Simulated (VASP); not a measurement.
# SiC (P6_3mc) in VASP: single point with PBEsol

Aim: the single point of SiC with PBEsol.

Program: VASP 6.6.1. These are calculated values, not measurements. Logs are shortened: lines on timing, memory, paths and dates and some standing lists are left out, and cuts for length are marked.

### Step 1. The cell of the first run

It takes space group P6_3mc (No. 186, hexagonal). Conventional cell: a = 3.076 Å, b = 3.076 Å, c = 5.047 Å, α = 90.00°, β = 90.00°, γ = 120.00°. Si (site symmetry 3m) has 4 C at 1.88 to 1.90 Å within 2.5 Å. Within 2.5 Å of C (site symmetry 3m) lie 4 Si at 1.88 to 1.90 Å.

### Step 2. Single point, PBEsol

Input file INCAR:

```
SYSTEM = SiC
ALGO = Normal
EDIFF = 1E-6
ENCUT = 600
GGA = PS
GGA_COMPAT = .FALSE.
ISIF = 2
ISMEAR = 0
LASPH = .TRUE.
LCHARG = .FALSE.
LREAL = .FALSE.
LWAVE = .FALSE.
NBANDS = 16
NELM = 120
PREC = Accurate
SIGMA = 0.1
```

Input file KPOINTS:

```
k-points
0
G
  9 9 4
  0 0 0
```

Input file POSCAR:

```
SiC
1.0
    3.0756037852      0.0000000000      0.0000000000
   -1.5378018926      2.6635510100      0.0000000000
    0.0000000000      0.0000000000      5.0466711543
Si C
2 2
Direct
    0.3333333333      0.6666666667      0.0045754938
    0.6666666667      0.3333333333      0.5045754938
    0.3333333333      0.6666666667      0.3804245062
    0.6666666667      0.3333333333      0.8804245062
```

Potentials or basis: VASP PAW PBE potentials, release 64 (Si, C).

Launch:

```sh
$ cat potpaw_PBE.64/Si/POTCAR potpaw_PBE.64/C/POTCAR > POTCAR
$ mpirun -np 1 vasp_std > vasp.out
```

OUTCAR:

```text
SYSTEM = SiC
   EDIFF = 1E-6
   ENCUT = 600
   GGA = PS
   ISIF = 2
   ISMEAR = 0
   LASPH = .TRUE.
   LREAL = .FALSE.
   NELM = 120
   PREC = Accurate

 ion  position               nearest neighbor table
   1  0.333  0.667  0.005-   4 1.88   4 1.88   4 1.88   3 1.90   2 3.09   2 3.09   2 3.09   2 3.09
                             2 3.09   2 3.09
   2  0.667  0.333  0.505-   3 1.88   3 1.88   3 1.88   4 1.90   1 3.09   1 3.09   1 3.09   1 3.09
                             1 3.09   1 3.09
   3  0.333  0.667  0.380-   2 1.88   2 1.88   2 1.88   1 1.90
   4  0.667  0.333  0.880-   1 1.88   1 1.88   1 1.88   2 1.90

  LATTYP: Found a hexagonal cell.
 ALAT       =     3.0756037852
 C/A-ratio  =     1.6408716814

  Lattice vectors:

 A1 = (   3.0756037852,   0.0000000000,   0.0000000000)
 A2 = (  -1.5378018926,   2.6635510100,   0.0000000000)
 A3 = (   0.0000000000,   0.0000000000,   5.0466711543)

Analysis of symmetry for initial positions (statically):
=====================================================================
 Subroutine PRICEL returns:
 Original cell was already a primitive cell.

 Routine SETGRP: Setting up the symmetry group for a
 hexagonal supercell.

 Subroutine GETGRP returns: Found 12 space group operations
 (whereof  6 operations were pure point group operations)
 out of a pool of 24 trial point group operations.

The static configuration has the point symmetry C_3v.
 The point group associated with its full space group is C_6v.

Analysis of symmetry for dynamics (positions and initial velocities):
=====================================================================
 Subroutine PRICEL returns:
 Original cell was already a primitive cell.

 Routine SETGRP: Setting up the symmetry group for a
 hexagonal supercell.

 Subroutine GETGRP returns: Found 12 space group operations
 (whereof  6 operations were pure point group operations)
 out of a pool of 24 trial point group operations.

The dynamic configuration has the point symmetry C_3v.
 The point group associated with its full space group is C_6v.

 Subroutine INISYM returns: Found 12 space group operations
 (whereof  6 operations are pure point group operations),
 and found     1 'primitive' translations

----------------------------------------------------------------------------------------

                                     Primitive cell

  volume of cell :      41.3425

  direct lattice vectors                    reciprocal lattice vectors
     3.075603785  0.000000000  0.000000000     0.325139410  0.187719326  0.000000000
    -1.537801893  2.663551010  0.000000000     0.000000000  0.375438652  0.000000000
     0.000000000  0.000000000  5.046671154     0.000000000  0.000000000  0.198150418

  length of vectors
     3.075603785  3.075603785  5.046671154     0.375438652  0.375438652  0.198150418

  position of ions in fractional coordinates (direct lattice)
     0.333333333  0.666666667  0.004575494
     0.666666667  0.333333333  0.504575494
     0.333333333  0.666666667  0.380424506
     0.666666667  0.333333333  0.880424506

  ion indices of the primitive-cell ions
   primitive index   ion index
                 1           1
                 2           2
                 3           3
                 4           4

----------------------------------------------------------------------------------------

 KPOINTS: k-points

Automatic generation of k-mesh.
 Grid dimensions read from file:
 generate k-points for:    9    9    4

 Generating k-lattice:

  Cartesian coordinates                     Fractional coordinates (reciprocal lattice)
     0.036126601  0.020857703  0.000000000     0.111111111  0.000000000  0.000000000
     0.000000000  0.041715406  0.000000000     0.000000000  0.111111111  0.000000000
     0.000000000  0.000000000  0.049537605     0.000000000  0.000000000  0.250000000

  Length of vectors
     0.041715406  0.041715406  0.049537605

  Shift w.r.t. Gamma in fractional coordinates (k-lattice)
     0.000000000  0.000000000  0.000000000

 Subroutine IBZKPT returns following result:
 ===========================================

 Found     36 irreducible k-points:

 Following reciprocal coordinates:
            Coordinates               Weight
  0.000000  0.000000  0.000000      1.000000
  0.111111  0.000000  0.000000      6.000000
  0.222222  0.000000  0.000000      6.000000
  0.333333  0.000000  0.000000      6.000000
  0.444444  0.000000  0.000000      6.000000
  0.111111  0.111111  0.000000      6.000000
[... 16 lines left out ...]
  0.333333  0.222222  0.250000     24.000000
  0.333333  0.333333  0.250000      4.000000
 [... further k-points ...]
   k-points           NKPTS =     36   k-points in BZ     NKDIM =     36   number of bands    NBANDS=     16
   number of dos      NEDOS =    301   number of ions     NIONS =      4
   total plane-waves  NPLWV =  31360
   dimension x,y,z NGX =    28 NGY =   28 NGZ =   40
   dimension x,y,z NGXF=    56 NGYF=   56 NGZF=   80
   ions per type =               2   2
   NGX,Y,Z   is equivalent  to a cutoff of  15.13, 15.13, 13.18 a.u.
   NGXF,Y,Z  is equivalent  to a cutoff of  30.27, 30.27, 26.35 a.u.
 SYSTEM =  SiC
   PREC   = accura    normal or accurate (medium, high low for compatibility)
   ISTART =      0    job   : 0-new  1-cont  2-samecut
   ICHARG =      2    charge: 1-file 2-atom 10-const
   ISPIN  =      1    spin polarized calculation?
   LNONCOLLINEAR =      F non collinear calculations
   LSORBIT =      F    spin-orbit coupling
   LASPH  =      T    aspherical Exc in radial PAW
   ENCUT  =  600.0 eV  44.10 Ry    6.64 a.u.   6.14  6.14 10.08*2*pi/ulx,y,z
   NELM   =    120;   NELMIN=  2; NELMDL= -5     # of ELM steps
   EDIFF  = 0.1E-05   stopping-criterion for ELM
   LREAL  =      F    real-space projection
   EDIFFG = 0.1E-04   stopping-criterion for IOM
   NSW    =      0    number of steps for IOM
   IBRION =     -1    ionic relax: 0-MD 1-quasi-New 2-CG
   NFREE  =      0    steps in history (QN), initial steepest desc. (CG)
   ISIF   =      2    stress and relaxation
   ISYM   =      2    0-nonsym 1-usesym 2-fastsym
   POTIM  = 0.5000    time-step for ionic-motion
   TEBEG  =    0.0;   TEEND  =   0.0 temperature during run
   PSTRESS=    0.0 pullay stress
   NELECT =      16.0000    total number of electrons
   NUPDOWN=      -1.0000    fix difference up-down
   EMIN   =  10.00;   EMAX   =-10.00  energy-range for DOS
   EFERMI =   0.00;   METHOD = LEGACY
   ISMEAR =     0;   SIGMA  =   0.10  broadening in eV -4-tet -1-fermi 0-gaus
   EFERMI_NEDOS =   21; number of points for ismear=-14 and -15
   IALGO  =     38    algorithm
   IMIX   =      4    mixing-type and parameters
     AMIX     =   0.40;   BMIX     =  1.00
     AMIX_MAG =   1.60;   BMIX_MAG =  1.00
  volume/ion in A,a.u.               =      10.34        69.75
  Fermi-wavevector in a.u.,A,eV,Ry     =   1.193024  2.254489 19.365273  1.423307
  Thomas-Fermi vector in A             =   2.329049
   LORBIT       =      0    0 simple, 1 ext, 2 COOP (PROOUT), +10 PAW based schemes
   GGA     = PS    functional components
   LHFCALC =     F    Hartree Fock is set to
   AEXX    =    0.0000 exact exchange contribution
   IVDW    =     0    specifies the selected vdW correction
   LEPSILON=     F    determine dielectric tensor
   LRPA    =     F    only Hartree local field effects (RPA)
 non-spin polarized calculation
 Gauss-broadening in eV      SIGMA  =   0.10
  energy-cutoff  :      600.00
  volume of cell :       41.34
 maximum number of plane-waves:      1404
 NGX is ok and might be reduce to    28
   NGX = 13   NGY = 13   NGZ = 21

 number of electron      16.0000000 magnetization

 Free energy of the ion-electron system (eV)
  ---------------------------------------------------
  ext. energy  EPLUGINS =         0.00000000
  ---------------------------------------------------
  free energy    TOTEN  =       -31.82458255 eV

  energy without entropy =      -31.82458255  energy(sigma->0) =      -31.82458255

 E-fermi :   8.7154     XC(G=0): -11.5015

 val. band max:        8.2135166432   @ k =   0.0000   0.0000   0.0000
 cond. band min:      10.3283223403   @ k =   0.3333   0.3333   0.0000
 fundamental gap:      2.1148056972
 Fermi energy:         8.7153877777

 k-point     1 :       0.0000    0.0000    0.0000
  band No.  band energies     occupation
      1      -7.3800      2.00000
      2      -3.7730      2.00000
      3      -0.5511      2.00000
      4       6.8905      2.00000
      5       6.8905      2.00000
      6       8.1025      2.00000
[... 8 lines left out ...]
     15      17.1108      0.00000
     16      19.4366      0.00000

 k-point     2 :       0.1111    0.0000    0.0000
  band No.  band energies     occupation
      1      -7.1651      2.00000
      2      -3.5899      2.00000
      3      -0.3524      2.00000
      4       5.7467      2.00000
      5       6.5322      2.00000
      6       7.4306      2.00000
[... 8 lines left out ...]
     15      17.6146      0.00000
     16      18.1318      0.00000

 k-point     3 :       0.2222    0.0000    0.0000
  band No.  band energies     occupation
      1      -6.5307      2.00000
      2      -3.0723      2.00000
      3       0.2100      2.00000
      4       3.5906      2.00000
      5       5.7223      2.00000
      6       5.8400      2.00000
[... 8 lines left out ...]
     15      17.9849      0.00000
     16      18.5754      0.00000

 k-point     4 :       0.3333    0.0000    0.0000
  band No.  band energies     occupation
      1      -5.5211      2.00000
      2      -2.4012      2.00000
      3       0.7432      2.00000
      4       1.9250      2.00000
      5       3.8352      2.00000
      6       5.2403      2.00000
[... 8 lines left out ...]
     15      19.0530      0.00000
     16      20.2074      0.00000
[... 324 lines left out ...]
 k-point    22 :       0.2222    0.2222    0.2500
  band No.  band energies     occupation
      1      -4.6603      2.00000
      2      -2.7671      2.00000
      3       0.9634      2.00000
      4       2.5076      2.00000
      5       3.6214      2.00000
      6       3.7283      2.00000
[... 8 lines left out ...]
     15      18.1998      0.00000
     16      19.5869      0.00000

 k-point    23 :       0.3333    0.2222    0.2500
  band No.  band energies     occupation
      1      -3.5476      2.00000
      2      -2.3914      2.00000
      3       0.4159      2.00000
      4       1.4829      2.00000
      5       2.5976      2.00000
      6       4.3391      2.00000
[... 8 lines left out ...]
     15      19.6935      0.00000
     16      20.3325      0.00000

 k-point    24 :       0.3333    0.3333    0.2500
  band No.  band energies     occupation
      1      -2.7010      2.00000
      2      -2.7010      2.00000
      3       1.0522      2.00000
      4       1.0522      2.00000
      5       1.6811      2.00000
      6       3.6484      2.00000
[... 8 lines left out ...]
     15      20.1272      0.00000
     16      20.7242      0.00000

 [... further k-points ...]

------------------------ aborting loop because EDIFF is reached ----------------------------------------

  FORCE on cell =-STRESS in cart. coord.  units (eV):
  Direction    XX          YY          ZZ          XY          YZ          ZX
  --------------------------------------------------------------------------------------
  -------------------------------------------------------------------------------------
  Total        0.0797652      0.0797652      0.0829681      0.0000000      0.0000000     -0.0000000
  in kB        3.0912033      3.0912033      3.2153294      0.0000000      0.0000000     -0.0000000
  external PRESSURE =       3.1325787 kB  Pullay stress =       0.0000000 kB

 VOLUME and BASIS-vectors are now :
 -----------------------------------------------------------------------------
  energy-cutoff  :      600.00
  volume of cell :       41.34
      direct lattice vectors                 reciprocal lattice vectors
     3.075603785  0.000000000  0.000000000     0.325139410  0.187719326  0.000000000
    -1.537801893  2.663551010  0.000000000     0.000000000  0.375438652  0.000000000
     0.000000000  0.000000000  5.046671154     0.000000000  0.000000000  0.198150418

 POSITION                                       TOTAL-FORCE (eV/Angst)
 -----------------------------------------------------------------------------------
     -0.00000      1.77570      0.02309        -0.000000      0.000000      0.001094
      1.53780      0.88785      2.54643         0.000000     -0.000000      0.001094
     -0.00000      1.77570      1.91988         0.000000     -0.000000     -0.001094
      1.53780      0.88785      4.44321        -0.000000      0.000000     -0.001094
 -----------------------------------------------------------------------------------
    total drift:                               -0.000000      0.000000     -0.000153

  FREE ENERGIE OF THE ION-ELECTRON SYSTEM (eV)
  ---------------------------------------------------
  free  energy   TOTEN  =       -31.8245825521 eV

  energy  without entropy=      -31.8245825521  energy(sigma->0) =      -31.82458255
```

It took 39 s on 1 thread of Intel Xeon 8259CL, shared host; peak memory 0.15 GiB.

Results:

* Free energy: -31.8246 eV
* Pressure: 0.3 GPa
* Band gap on the k mesh: 2.11 eV (least direct gap 3.89 eV)

Caveat: the PAW data sets were made with another functional, which shifts forces and pressure a little. A k mesh can miss the band edges.
